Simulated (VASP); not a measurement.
# TeW (F-43m) in VASP: a series of runs

Runs on TeW. Level: PBEsol. Tasks: single point, relaxation of cell and atoms.

All numbers are computed with VASP 6.6.1; they aren't measurements. Logs are shortened: lines on timing, memory, paths and dates and some standing lists are left out, and cuts for length are marked.

## (1) The cell of the first run

It takes space group F-43m (No. 216, cubic). Conventional cell: a = 6.048 Å, b = 6.048 Å, c = 6.048 Å, α = 90.00°, β = 90.00°, γ = 90.00°. W (site symmetry -43m) has 4 Te at 2.62 Å within 3.5 Å. Te (site symmetry -43m) has 4 W at 2.62 Å within 3.5 Å.

## (2) Single point, PBEsol, collinear spin

INCAR reads:

```
SYSTEM = TeW
PREC     = Accurate       ! precision mode
ENCUT    = 500            ! plane-wave cutoff, eV
EDIFF    = 1E-6           ! SCF threshold, eV
ISMEAR   = -1             ! smearing method
SIGMA    = 0.05           ! smearing width, eV
LREAL    = .FALSE.        ! projectors in reciprocal space
LASPH    = .TRUE.         ! aspherical terms in the spheres
NELM     = 200            ! most SCF steps
ALGO     = Normal         ! electronic algorithm
ISIF     = 2              ! what is computed and relaxed
LWAVE    = .FALSE.        ! write WAVECAR
LCHARG   = .TRUE.         ! write CHGCAR
ISPIN    = 2              ! spin polarisation
MAGMOM   = 1 0            ! initial moments
LORBIT   = 11             ! projections on sites
LMAXMIX  = 4              ! l up to which the mixer works
GGA      = PS             ! functional
LELF     = .TRUE.         ! ELF
LVHAR    = .TRUE.       
NBANDS   = 21             ! bands
GGA_COMPAT= .FALSE.
```

KPOINTS reads:

```
regular mesh
0
G
  12 12 12
  0 0 0
```

POSCAR reads:

```
TeW
1.0
    0.0000000000      3.0241765070      3.0241765070
    3.0241765070      0.0000000000      3.0241765070
    3.0241765070      3.0241765070      0.0000000000
W Te
1 1
Direct
    0.0000000000      0.0000000000      0.0000000000
    0.2500000000      0.2500000000      0.2500000000
```

Potentials or basis: VASP PAW PBE potentials, release 64 (W_sv, Te).

Command:

```
$ cat potpaw_PBE.64/W_sv/POTCAR potpaw_PBE.64/Te/POTCAR > POTCAR
$ mpirun -np 1 vasp_std > vasp.out
```

OUTCAR:

```text
SYSTEM = TeW
   PREC = Accurate
   ENCUT = 500
   EDIFF = 1E-6
   ISMEAR = -1
   LREAL = .FALSE.
   LASPH = .TRUE.
   NELM = 200
   ISIF = 2
   ISPIN = 2
   LORBIT = 11
   GGA = PS

 ion  position               nearest neighbor table
   1  0.000  0.000  0.000-   2 2.62   2 2.62   2 2.62   2 2.62
   2  0.250  0.250  0.250-   1 2.62   1 2.62   1 2.62   1 2.62

  LATTYP: Found a face centered cubic cell.
 ALAT       =     6.0483530140

  Lattice vectors:

 A1 = (   0.0000000000,   3.0241765070,   3.0241765070)
 A2 = (   3.0241765070,   0.0000000000,   3.0241765070)
 A3 = (   3.0241765070,   3.0241765070,   0.0000000000)

Analysis of symmetry for initial positions (statically):
=====================================================================
 Subroutine PRICEL returns:
 Original cell was already a primitive cell.

 Routine SETGRP: Setting up the symmetry group for a
 face centered cubic supercell.

 Subroutine GETGRP returns: Found 24 space group operations
 (whereof 24 operations were pure point group operations)
 out of a pool of 48 trial point group operations.

The static configuration has the point symmetry T_d .

Analysis of symmetry for dynamics (positions and initial velocities):
=====================================================================
 Subroutine PRICEL returns:
 Original cell was already a primitive cell.

 Routine SETGRP: Setting up the symmetry group for a
 face centered cubic supercell.

 Subroutine GETGRP returns: Found 24 space group operations
 (whereof 24 operations were pure point group operations)
 out of a pool of 48 trial point group operations.

The dynamic configuration has the point symmetry T_d .

Analysis of structural, dynamic, and magnetic symmetry:
=====================================================================
 Subroutine PRICEL returns:
 Original cell was already a primitive cell.

 Routine SETGRP: Setting up the symmetry group for a
 face centered cubic supercell.

 Subroutine GETGRP returns: Found 24 space group operations
 (whereof 24 operations were pure point group operations)
 out of a pool of 48 trial point group operations.

The overall configuration has the point symmetry T_d .

 Subroutine INISYM returns: Found 24 space group operations
 (whereof 24 operations are pure point group operations),
 and found     1 'primitive' translations

----------------------------------------------------------------------------------------

                                     Primitive cell

  volume of cell :      55.3161

  direct lattice vectors                    reciprocal lattice vectors
     0.000000000  3.024176507  3.024176507    -0.165334265  0.165334265  0.165334265
     3.024176507  0.000000000  3.024176507     0.165334265 -0.165334265  0.165334265
     3.024176507  3.024176507  0.000000000     0.165334265  0.165334265 -0.165334265

  length of vectors
     4.276831431  4.276831431  4.276831431     0.286367347  0.286367347  0.286367347

  position of ions in fractional coordinates (direct lattice)
     0.000000000  0.000000000  0.000000000
     0.250000000  0.250000000  0.250000000

  ion indices of the primitive-cell ions
   primitive index   ion index
                 1           1
                 2           2

----------------------------------------------------------------------------------------

 KPOINTS: regular mesh

Automatic generation of k-mesh.
 Grid dimensions read from file:
 generate k-points for:   12   12   12

 Generating k-lattice:

  Cartesian coordinates                     Fractional coordinates (reciprocal lattice)
    -0.013777855  0.013777855  0.013777855     0.083333333  0.000000000  0.000000000
     0.013777855 -0.013777855  0.013777855     0.000000000  0.083333333  0.000000000
     0.013777855  0.013777855 -0.013777855     0.000000000  0.000000000  0.083333333

  Length of vectors
     0.023863946  0.023863946  0.023863946

  Shift w.r.t. Gamma in fractional coordinates (k-lattice)
     0.000000000  0.000000000  0.000000000

 Subroutine IBZKPT returns following result:
 ===========================================

 Found     72 irreducible k-points:

 Following reciprocal coordinates:
            Coordinates               Weight
  0.000000  0.000000  0.000000      1.000000
  0.083333  0.000000  0.000000      8.000000
  0.166667  0.000000  0.000000      8.000000
  0.250000  0.000000  0.000000      8.000000
  0.333333  0.000000  0.000000      8.000000
  0.416667  0.000000  0.000000      8.000000
[... 16 lines left out ...]
  0.500000  0.166667  0.000000     24.000000
 -0.416667  0.166667  0.000000     24.000000
 [... further k-points ...]
   k-points           NKPTS =     72   k-points in BZ     NKDIM =     72   number of bands    NBANDS=     21
   number of dos      NEDOS =    301   number of ions     NIONS =      2
   total plane-waves  NPLWV =  32768
   dimension x,y,z NGX =    32 NGY =   32 NGZ =   32
   dimension x,y,z NGXF=    64 NGYF=   64 NGZF=   64
   ions per type =               1   1
   NGX,Y,Z   is equivalent  to a cutoff of  12.44, 12.44, 12.44 a.u.
   NGXF,Y,Z  is equivalent  to a cutoff of  24.88, 24.88, 24.88 a.u.
 SYSTEM =  TeW
   PREC   = accura    normal or accurate (medium, high low for compatibility)
   ISTART =      0    job   : 0-new  1-cont  2-samecut
   ICHARG =      2    charge: 1-file 2-atom 10-const
   ISPIN  =      2    spin polarized calculation?
   LNONCOLLINEAR =      F non collinear calculations
   LSORBIT =      F    spin-orbit coupling
   LASPH  =      T    aspherical Exc in radial PAW
   ENCUT  =  500.0 eV  36.75 Ry    6.06 a.u.   7.80  7.80  7.80*2*pi/ulx,y,z
   NELM   =    200;   NELMIN=  2; NELMDL= -5     # of ELM steps
   EDIFF  = 0.1E-05   stopping-criterion for ELM
   LREAL  =      F    real-space projection
   EDIFFG = 0.1E-04   stopping-criterion for IOM
   NSW    =      0    number of steps for IOM
   IBRION =     -1    ionic relax: 0-MD 1-quasi-New 2-CG
   NFREE  =      0    steps in history (QN), initial steepest desc. (CG)
   ISIF   =      2    stress and relaxation
   ISYM   =      2    0-nonsym 1-usesym 2-fastsym
   POTIM  = 0.5000    time-step for ionic-motion
   TEBEG  =    0.0;   TEEND  =   0.0 temperature during run
   PSTRESS=    0.0 pullay stress
   NELECT =      20.0000    total number of electrons
   NUPDOWN=      -1.0000    fix difference up-down
   EMIN   =  10.00;   EMAX   =-10.00  energy-range for DOS
   EFERMI =   0.00;   METHOD = LEGACY
   ISMEAR =    -1;   SIGMA  =   0.05  broadening in eV -4-tet -1-fermi 0-gaus
   EFERMI_NEDOS =   21; number of points for ismear=-14 and -15
   IALGO  =     38    algorithm
   IMIX   =      4    mixing-type and parameters
     AMIX     =   0.40;   BMIX     =  1.00
     AMIX_MAG =   1.60;   BMIX_MAG =  1.00
  volume/ion in A,a.u.               =      27.66       186.65
  Fermi-wavevector in a.u.,A,eV,Ry     =   1.166275  2.203940 18.506614  1.360198
  Thomas-Fermi vector in A             =   2.302790
   LORBIT       =     11    0 simple, 1 ext, 2 COOP (PROOUT), +10 PAW based schemes
   GGA     = PS    functional components
   LHFCALC =     F    Hartree Fock is set to
   AEXX    =    0.0000 exact exchange contribution
   IVDW    =     0    specifies the selected vdW correction
   LEPSILON=     F    determine dielectric tensor
   LRPA    =     F    only Hartree local field effects (RPA)
 spin polarized calculation
  energy-cutoff  :      500.00
  volume of cell :       55.32
 maximum number of plane-waves:      1424
   NGX = 15   NGY = 15   NGZ = 15

 number of electron      19.9999999 magnetization       1.3586870

 Free energy of the ion-electron system (eV)
  ---------------------------------------------------
  ext. energy  EPLUGINS =         0.00000000
  ---------------------------------------------------
  free energy    TOTEN  =       -14.28512681 eV

  energy without entropy =      -14.26469012  energy(sigma->0) =      -14.27490847

 E-fermi :   6.4968     XC(G=0): -10.1534

 val. band max:        6.4923648064   @ k =  -0.3333   0.4167   0.0833
 cond. band min:       6.5016061905   @ k =  -0.3333   0.3333   0.0000
 fundamental gap:      0.0092413841
 Fermi energy:         6.4968001457

 spin component 1

 k-point     1 :       0.0000    0.0000    0.0000
  band No.  band energies     occupation
      1     -67.5255      1.00000
      2     -31.8700      1.00000
      3     -31.8700      1.00000
      4     -31.8700      1.00000
      5      -6.6222      1.00000
      6       2.1912      1.00000
[... 13 lines left out ...]
     20      17.3586      0.00000
     21      17.3586      0.00000

 k-point     2 :       0.0833    0.0000    0.0000
  band No.  band energies     occupation
      1     -67.5254      1.00000
      2     -31.8715      1.00000
      3     -31.8702      1.00000
      4     -31.8702      1.00000
      5      -6.5683      1.00000
      6       2.0621      1.00000
[... 13 lines left out ...]
     20      17.2665      0.00000
     21      17.3875      0.00000

 k-point     3 :       0.1667    0.0000    0.0000
  band No.  band energies     occupation
      1     -67.5253      1.00000
      2     -31.8757      1.00000
      3     -31.8709      1.00000
      4     -31.8709      1.00000
      5      -6.4164      1.00000
      6       1.7489      1.00000
[... 13 lines left out ...]
     20      17.1418      0.00000
     21      18.2680      0.00000
[... 457 lines left out ...]
 k-point    23 :       0.5000    0.1667    0.0000
  band No.  band energies     occupation
      1     -67.5249      1.00000
      2     -31.8915      1.00000
      3     -31.8764      1.00000
      4     -31.8748      1.00000
      5      -5.6270      1.00000
      6       0.9281      1.00000
[... 13 lines left out ...]
     20      18.2691      0.00000
     21      20.2699      0.00000

 k-point    24 :      -0.4167    0.1667    0.0000
  band No.  band energies     occupation
      1     -67.5249      1.00000
      2     -31.8917      1.00000
      3     -31.8770      1.00000
      4     -31.8744      1.00000
      5      -5.6090      1.00000
      6       0.9645      1.00000
[... 13 lines left out ...]
     20      17.7987      0.00000
     21      20.5181      0.00000

 [... further k-points ...]

 spin component 2

 k-point     1 :       0.0000    0.0000    0.0000
  band No.  band energies     occupation
      1     -67.0677      1.00000
      2     -31.2532      1.00000
      3     -31.2532      1.00000
      4     -31.2532      1.00000
      5      -6.5088      1.00000
      6       2.4788      1.00000
[... 13 lines left out ...]
     20      17.5770      0.00000
     21      17.5770      0.00000

 k-point     2 :       0.0833    0.0000    0.0000
  band No.  band energies     occupation
      1     -67.0677      1.00000
      2     -31.2547      1.00000
      3     -31.2534      1.00000
      4     -31.2534      1.00000
      5      -6.4569      1.00000
      6       2.3450      1.00000
[... 13 lines left out ...]
     20      17.5029      0.00000
     21      17.6594      0.00000

 k-point     3 :       0.1667    0.0000    0.0000
  band No.  band energies     occupation
      1     -67.0676      1.00000
      2     -31.2590      1.00000
      3     -31.2541      1.00000
      4     -31.2541      1.00000
      5      -6.3109      1.00000
      6       2.0212      1.00000
[... 13 lines left out ...]
     20      17.4089      0.00000
     21      18.5633      0.00000
[... 457 lines left out ...]
 k-point    23 :       0.5000    0.1667    0.0000
  band No.  band energies     occupation
      1     -67.0672      1.00000
      2     -31.2751      1.00000
      3     -31.2597      1.00000
      4     -31.2580      1.00000
      5      -5.5588      1.00000
      6       1.1930      1.00000
[... 13 lines left out ...]
     20      18.5625      0.00000
     21      20.4879      0.00000

 k-point    24 :      -0.4167    0.1667    0.0000
  band No.  band energies     occupation
      1     -67.0672      1.00000
      2     -31.2754      1.00000
      3     -31.2603      1.00000
      4     -31.2576      1.00000
      5      -5.5418      1.00000
      6       1.2239      1.00000
[... 13 lines left out ...]
     20      18.1139      0.00000
     21      20.7353      0.00000

 [... further k-points ...]
[... 5 lines left out ...]
  --------------------------------------------------------------------------------------
  -------------------------------------------------------------------------------------
  Total        0.0376267      0.0376267      0.0376267      0.0000000     -0.0000000      0.0000000
  in kB        1.0898221      1.0898221      1.0898221      0.0000000     -0.0000000      0.0000000
  external PRESSURE =       1.0898221 kB  Pullay stress =       0.0000000 kB

 VOLUME and BASIS-vectors are now :
 -----------------------------------------------------------------------------
  energy-cutoff  :      500.00
  volume of cell :       55.32
      direct lattice vectors                 reciprocal lattice vectors
     0.000000000  3.024176507  3.024176507    -0.165334265  0.165334265  0.165334265
     3.024176507  0.000000000  3.024176507     0.165334265 -0.165334265  0.165334265
     3.024176507  3.024176507  0.000000000     0.165334265  0.165334265 -0.165334265

 POSITION                                       TOTAL-FORCE (eV/Angst)
 -----------------------------------------------------------------------------------
      0.00000      0.00000      0.00000         0.000000     -0.000000     -0.000000
      1.51209      1.51209      1.51209        -0.000000      0.000000      0.000000
 -----------------------------------------------------------------------------------
    total drift:                               -0.000000     -0.000000     -0.000000

  FREE ENERGIE OF THE ION-ELECTRON SYSTEM (eV)
  ---------------------------------------------------
  free  energy   TOTEN  =       -14.2851268112 eV

  energy  without entropy=      -14.2646901206  energy(sigma->0) =      -14.27490847

 total charge

# of ion       s       p       d       tot
------------------------------------------
    1        2.336   6.141   3.539  12.016
    2        1.323   2.070   0.145   3.538
--------------------------------------------------
tot          3.660   8.210   3.684  15.554

 magnetization (x)

# of ion       s       p       d       tot
------------------------------------------
    1        0.037   0.014   1.011   1.062
    2       -0.008  -0.041   0.028  -0.021
--------------------------------------------------
tot          0.029  -0.028   1.039   1.041
```

Wall time 3 min (1 thread of Intel Xeon 8259CL, shared host); peak memory 0.28 GiB.

Results:

```yaml
Free_energy: -14.2851 eV
Pressure: 0.1 GPa
Net_moment: 1.36 μB per cell
Site_moments: W +1.06; Te -0.02 μB
Valence_electrons_inside_the_program's_atomic_spheres: W 12.02; Te 3.54
```

Levels at points of the mesh, in eV from the Fermi level:
Spin up:
| k point | band 9 | band 10 | band 11 | band 12 | band 13 | band 14 |
| --- | --- | --- | --- | --- | --- | --- |
| (0.00, 0.00, 0.00) | -0.86 | -0.86 | 1.38 | 4.50 | 4.50 | 4.50 |
| (0.50, 0.00, 0.00) | -0.59 | -0.59 | -0.56 | 2.05 | 2.05 | 3.11 |
| (0.50, 0.50, 0.00) | -1.58 | -1.00 | -0.32 | 0.40 | 0.40 | 5.65 |
Spin down:
| k point | band 7 | band 8 | band 9 | band 10 | band 11 | band 12 |
| --- | --- | --- | --- | --- | --- | --- |
| (0.00, 0.00, 0.00) | -4.02 | -4.02 | 0.11 | 0.11 | 1.64 | 4.79 |
| (0.50, 0.00, 0.00) | -3.69 | -3.69 | -0.02 | 0.32 | 0.32 | 2.44 |
| (0.50, 0.50, 0.00) | -3.21 | -3.21 | -1.18 | -0.17 | 0.74 | 0.92 |

Caveat: the PAW data sets were made with another functional, which shifts forces and pressure a little; spin-orbit coupling is left out, which moves the levels of the heavy elements.

## (3) Relaxation of cell and atoms, PBEsol, collinear spin

This run uses another cell than the first one, of 27.81 Å³/atom.

INCAR reads:

```
SYSTEM = TeW
PREC = Accurate
ENCUT = 600
EDIFF = 1E-6
ISMEAR = 0
SIGMA = 0.1
LREAL = .FALSE.
LASPH = .TRUE.
NELM = 150
ALGO = Normal
ISIF = 3
LWAVE = .FALSE.
LCHARG = .FALSE.
ISPIN = 2
MAGMOM = 1.02 0
LORBIT = 11
LMAXMIX = 4
GGA = PS
IBRION = 2
NSW = 100
EDIFFG = -0.01
```

KPOINTS reads:

```
Automatic mesh
0
G
  12 12 12
  0 0 0
```

POSCAR reads:

```
TeW
1.0
    0.0000000000      3.0296978924      3.0296978924
    3.0296978924      0.0000000000      3.0296978924
    3.0296978924      3.0296978924      0.0000000000
W Te
1 1
Direct
    0.0000000000      0.0000000000      0.0000000000
    0.2500000000      0.2500000000      0.2500000000
```

Potentials or basis: VASP PAW PBE potentials, release 64 (W_sv, Te).

Command:

```
$ cat potpaw_PBE.64/W_sv/POTCAR potpaw_PBE.64/Te/POTCAR > POTCAR
$ mpirun -np 1 vasp_std > vasp.out
```

Run time: 1.9 min. Hardware: 1 thread of Intel Xeon 6975P-C (Granite Rapids), shared host; peak memory 0.32 GiB.

It converged, with:

- Free energy: -14.2815 eV
- Relaxed volume: 27.69 Å³/atom
- Relaxed cell: a = 4.279 Å, b = 4.279 Å, c = 4.279 Å, α = 60.00°, β = 60.00°, γ = 60.00°
- Space group after relaxing (to 0.1 Å): F-43m (No. 216)
- Energy gained by relaxing: 0.2 meV/atom
- Ionic steps: 3
- Pressure after relaxing: 0.0 GPa
- Net moment: 1.36 μB per cell
- Site moments: W +1.06; Te -0.02 μB
- Valence electrons inside the program's atomic spheres: W 12.01; Te 3.54

Step by step:
```
step  energy change (eV)  largest force (eV/Å)  pressure (GPa)  volume (Å³)
   1              0.0000                0.0000           -0.43        55.62
   2              0.0004                0.0000            0.66        55.03
   3             -0.0003                0.0000            0.01        55.38
```

Final structure:
```cif
data_structure
_symmetry_space_group_name_H-M 'P 1'
_symmetry_Int_Tables_number 1
_cell_length_a 4.2786
_cell_length_b 4.2786
_cell_length_c 4.2786
_cell_angle_alpha 60.000
_cell_angle_beta 60.000
_cell_angle_gamma 60.000
_cell_volume 55.38
loop_
_atom_site_label
_atom_site_type_symbol
_atom_site_fract_x
_atom_site_fract_y
_atom_site_fract_z
_atom_site_occupancy
W1 W 0.00000 0.00000 0.00000 1
Te1 Te 0.25000 0.25000 0.25000 1
```

Levels at points of the mesh, in eV from the Fermi level:
Spin up:
```
           k point  band 7  band 8  band 9  band 10  band 11  band 12  band 13  band 14  band 15
(0.00, 0.00, 0.00)   -4.30   -4.30   -0.87    -0.87     1.37     4.49     4.49     4.49     5.79
(0.50, 0.00, 0.00)   -4.00   -4.00   -0.59    -0.59    -0.56     2.04     2.04     3.10     7.70
(0.50, 0.50, 0.00)   -3.41   -3.41   -1.57    -1.00    -0.32     0.40     0.40     5.64     5.80
```
Spin down:
| k point | band 6 | band 7 | band 8 | band 9 | band 10 | band 11 | band 12 | band 13 |
| --- | --- | --- | --- | --- | --- | --- | --- | --- |
| (0.00, 0.00, 0.00) | -4.01 | -4.01 | -4.01 | 0.11 | 0.11 | 1.64 | 4.79 | 4.79 |
| (0.50, 0.00, 0.00) | -5.45 | -3.69 | -3.69 | -0.02 | 0.33 | 0.33 | 2.43 | 2.43 |
| (0.50, 0.50, 0.00) | -5.77 | -3.21 | -3.21 | -1.18 | -0.17 | 0.75 | 0.92 | 0.92 |

Caveat: the PAW data sets were made with another functional, which shifts forces and pressure a little; spin-orbit coupling is left out, which moves the levels of the heavy elements.
